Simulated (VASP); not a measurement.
# HC12 in VASP: single point with PBE+D3(BJ)

Aim: the single point of HC12 with PBE+D3(BJ).

Everything below comes from runs of VASP 6.6.1. Logs are shortened: lines on timing, memory, paths and dates and some standing lists are left out, and cuts for length are marked.

## (1) The cell of the first run

The cell holds a slab with vacuum, 13 atoms: a = 4.931 Å, b = 4.010 Å, c = 21.601 Å, α = 90.00°, β = 90.00°, γ = 90.00°.

## (2) Single point, PBE+D3(BJ), collinear spin

Contents of INCAR:

```
PREC = Accurate
ENCUT = 520
EDIFF = 1E-7
ISMEAR = 0
SIGMA = 0.05
LREAL = F
LASPH = T
NELM = 150
ALGO = Normal
ISIF = 2
LWAVE = F
LCHARG = F
ISPIN = 2
MAGMOM = 0 0 0 0 0 0 0 0 0 0 0 0 1
LORBIT = 11
LDIPOL = T
IDIPOL = 3
DIPOL = 0.5 0.5 0.299
GGA = PE
IVDW = 12
NBANDS = 40
```

Contents of KPOINTS:

```
Automatic mesh
0
Gamma
  6 7 1
```

Contents of POSCAR:

```
HC12
1.0
    4.9311586502      0.0000000000      0.0000000000
    0.0000000000      4.0098697767      0.0000000000
    0.0000000000      0.0000000000     21.6014232414
C H
12 1
Direct
    0.2500000000      0.3776970832      0.1851729840
    0.7500000000      0.3776970832      0.1851729840
    0.0000000000      0.4720802753      0.2130426460
    0.5000000000      0.4720802753      0.2130426460
    0.0000000000      0.6609562027      0.2688143161
    0.5000000000      0.6609562027      0.2688143161
    0.2500000000      0.7503681903      0.2962457608
    0.7500000000      0.7503681903      0.2962457608
    0.2500000000      0.9412921293      0.3552728042
    0.7500000000      0.9412921293      0.3552728042
    0.0000000000      0.0234303656      0.3796705036
    0.5000000000      0.0234303656      0.3796705036
    0.0000000000      0.6900970322      0.4954036186
```

Potentials or basis: VASP PAW PBE potentials, release 64 (C, H).

Run with:

```sh
$ cat potpaw_PBE.64/C/POTCAR potpaw_PBE.64/H/POTCAR > POTCAR
$ mpirun -np 1 vasp_std > vasp.out
```

OUTCAR:

```text
PREC = Accurate
   ENCUT = 520
   EDIFF = 1E-7
   ISMEAR = 0
   LREAL = F
   LASPH = T
   NELM = 150
   ISIF = 2
   ISPIN = 2
   LORBIT = 11
   GGA = PE
   IVDW = 12
 IVDW          = 12

 ion  position               nearest neighbor table
   1  0.250  0.378  0.185-   3 1.42   4 1.42
   2  0.750  0.378  0.185-   3 1.42   4 1.42
   3  0.000  0.472  0.213-   5 1.42   2 1.42   1 1.42
   4  0.500  0.472  0.213-   6 1.42   2 1.42   1 1.42
   5  0.000  0.661  0.269-   7 1.41   8 1.41   3 1.42
   6  0.500  0.661  0.269-   7 1.41   8 1.41   4 1.42
   7  0.250  0.750  0.296-   5 1.41   6 1.41   9 1.49
   8  0.750  0.750  0.296-   5 1.41   6 1.41  10 1.49
   9  0.250  0.941  0.355-  11 1.38  12 1.38   7 1.49
  10  0.750  0.941  0.355-  11 1.38  12 1.38   8 1.49
  11  0.000  0.023  0.380-   9 1.38  10 1.38
  12  0.500  0.023  0.380-   9 1.38  10 1.38
  13  0.000  0.690  0.495-

  LATTYP: Found a simple orthorhombic cell.
 ALAT       =     4.0098697767
 B/A-ratio  =     1.2297553100
 C/A-ratio  =     5.3870635318

  Lattice vectors:

 A1 = (   0.0000000000,  -4.0098697767,   0.0000000000)
 A2 = (   4.9311586502,   0.0000000000,   0.0000000000)
 A3 = (   0.0000000000,   0.0000000000,  21.6014232414)

Analysis of symmetry for initial positions (statically):
=====================================================================
 Subroutine PRICEL returns:
 Original cell was already a primitive cell.

 Routine SETGRP: Setting up the symmetry group for a
 simple orthorhombic supercell.

 Subroutine GETGRP returns: Found  2 space group operations
 (whereof  2 operations were pure point group operations)
 out of a pool of  8 trial point group operations.

The static configuration has the point symmetry C_1h.

Analysis of symmetry for dynamics (positions and initial velocities):
=====================================================================
 Subroutine PRICEL returns:
 Original cell was already a primitive cell.

 Routine SETGRP: Setting up the symmetry group for a
 simple orthorhombic supercell.

 Subroutine GETGRP returns: Found  2 space group operations
 (whereof  2 operations were pure point group operations)
 out of a pool of  8 trial point group operations.
[... 191 lines left out ...]
  band No.  band energies     occupation
      1     -22.1926      1.00000
      2     -20.4246      1.00000
      3     -18.0077      1.00000
      4     -17.9943      1.00000
      5     -17.9696      1.00000
      6     -16.2443      1.00000
[... 613 lines left out ...]
     35       4.3826      0.00000
     36       4.9796      0.00000
 Fermi energy:        -3.4141289600

 spin component 2

 k-point     1 :       0.0000    0.0000    0.0000
  band No.  band energies     occupation
      1     -22.2494      1.00000
      2     -20.5362      1.00000
      3     -18.1178      1.00000
      4     -18.0214      1.00000
      5     -18.0083      1.00000
      6     -16.4586      1.00000
[... 613 lines left out ...]
     35       4.7303      0.00000
     36       5.3340      0.00000
 [bands above 36 left out]

------------------------ aborting loop because EDIFF is reached ----------------------------------------

 vacuum level on the upper side and lower side of the slab       (xc-potential included)        -0.521         0.496

 Edisp (eV)   -1.32884

 E8    (eV) :    -0.3933

  FORCE on cell =-STRESS in cart. coord.  units (eV):
  Direction    XX          YY          ZZ          XY          YZ          ZX
  --------------------------------------------------------------------------------------
  -------------------------------------------------------------------------------------
  Total      -0.09700     0.01375     1.09337     0.00000     0.92133     0.00000
  in kB      -0.36387     0.05158     4.10123     0.00000     3.45594     0.00000
  external pressure =        1.26 kB  Pullay stress =        0.00 kB

 VOLUME and BASIS-vectors are now :
 -----------------------------------------------------------------------------
  energy-cutoff  :      520.00
  volume of cell :      427.13
      direct lattice vectors                 reciprocal lattice vectors
     4.931158650  0.000000000  0.000000000     0.202792096  0.000000000  0.000000000
     0.000000000  4.009869777  0.000000000     0.000000000  0.249384657  0.000000000
     0.000000000  0.000000000 21.601423241     0.000000000  0.000000000  0.046293246

 POSITION                                       TOTAL-FORCE (eV/Angst)
 -----------------------------------------------------------------------------------
      1.23279      1.51452      4.00000         0.177208      0.926646      1.581571
      3.69837      1.51452      4.00000        -0.177208      0.926646      1.581571
      0.00000      1.89298      4.60202         0.000000     -1.872763     -3.233800
      2.46558      1.89298      4.60202         0.000000     -1.458826     -2.582696
      0.00000      2.65035      5.80677         0.000000      0.726475      1.323409
      2.46558      2.65035      5.80677         0.000000      0.620464      1.179495
      1.23279      3.00888      6.39933        -0.041049      0.126288      0.138942
      3.69837      3.00888      6.39933         0.041049      0.126288      0.138942
      1.23279      3.77446      7.67440         0.440862     -0.193825     -0.413797
      3.69837      3.77446      7.67440        -0.440862     -0.193825     -0.413797
      0.00000      0.09395      8.20142         0.000000     -0.241116      0.059268
      2.46558      0.09395      8.20142         0.000000      0.431024      0.792851
      0.00000      2.76720     10.70142         0.000000      0.076523     -0.151958
 -----------------------------------------------------------------------------------
    total drift:                                0.000000      0.001838     -0.006227

  FREE ENERGIE OF THE ION-ELECTRON SYSTEM (eV)
  ---------------------------------------------------
  free  energy   TOTEN  =      -100.4484293638 eV

  energy  without entropy=     -100.4325060897  energy(sigma->0) =     -100.44046773

 vacuum level on the upper side and lower side of the slab         2.104         3.147

 total charge

# of ion       s       p       d       tot
------------------------------------------
    1        0.917   1.518   0.000   2.435
    2        0.917   1.518   0.000   2.435
    3        0.869   1.764   0.000   2.633
    4        0.867   1.769   0.000   2.637
    5        0.877   1.769   0.000   2.646
    6        0.871   1.780   0.000   2.651
    7        0.870   1.741   0.000   2.611
    8        0.870   1.741   0.000   2.611
    9        0.871   1.781   0.000   2.651
   10        0.871   1.781   0.000   2.651
   11        0.897   1.599   0.000   2.496
   12        0.904   1.614   0.000   2.518
   13        0.373   0.000   0.000   0.373
--------------------------------------------------
tot         10.973  20.375   0.000  31.348

 magnetization (x)

# of ion       s       p       d       tot
------------------------------------------
    1       -0.001   0.003   0.000   0.002
    2       -0.001   0.003   0.000   0.002
    3       -0.002  -0.004   0.000  -0.006
    4        0.001   0.000   0.000   0.001
    5        0.000   0.007   0.000   0.008
    6        0.000   0.006   0.000   0.006
    7       -0.006  -0.026   0.000  -0.031
    8       -0.006  -0.026   0.000  -0.031
    9       -0.001   0.009   0.000   0.008
   10       -0.001   0.009   0.000   0.008
   11       -0.066  -0.395   0.000  -0.461
   12       -0.007  -0.015   0.000  -0.022
   13        0.370  -0.000   0.000   0.370
--------------------------------------------------
tot          0.280  -0.426   0.000  -0.146
```

Wall time 1.5 h (1 thread of Oxide Virtual Turin-like, shared host); peak memory 0.83 GiB.

What came out:

```
Free energy                                           : -100.4484 eV
Largest force                                         : 3.737 eV/Å
Net moment                                            : 0.07 μB per cell
Site moments                                          : C +0.00, -0.01, +0.01, -0.03, -0.46, -0.02 (each value once); H +0.37 μB
Valence electrons inside the program's atomic spheres : C 2.44, 2.63, 2.64, 2.65, 2.61, 2.50, 2.52 (each value once); H 0.37
Dispersion energy per atom                            : -0.102 eV
```

Forces in eV/Å, atoms in the order of the input:
```
C    0.177  0.927  1.582
C   -0.177  0.927  1.582
C    0.000 -1.873 -3.234
C    0.000 -1.459 -2.583
C    0.000  0.726  1.323
C    0.000  0.620  1.179
C   -0.041  0.126  0.139
C    0.041  0.126  0.139
C    0.441 -0.194 -0.414
C   -0.441 -0.194 -0.414
C    0.000 -0.241  0.059
C    0.000  0.431  0.793
H    0.000  0.077 -0.152
```

Levels at points of the mesh, in eV from the Fermi level:
Spin up:
| k point | band 21 | band 22 | band 23 | band 24 | band 25 | band 26 | band 27 | band 28 |
| --- | --- | --- | --- | --- | --- | --- | --- | --- |
| (0.00, 0.00, 0.00) | -1.80 | -1.77 | -0.41 | -0.30 | 0.01 | 0.76 | 0.98 | 1.19 |
| (0.50, 0.00, 0.00) | -2.39 | -1.98 | -1.94 | -0.13 | -0.05 | -0.02 | 0.84 | 2.96 |
Spin down:
```
           k point  band 22  band 23  band 24  band 25  band 26  band 27
(0.00, 0.00, 0.00)    -1.77    -0.44    -0.30     0.30     0.36     1.19
(0.50, 0.00, 0.00)    -2.00    -1.60    -0.13    -0.06    -0.01     2.73
```
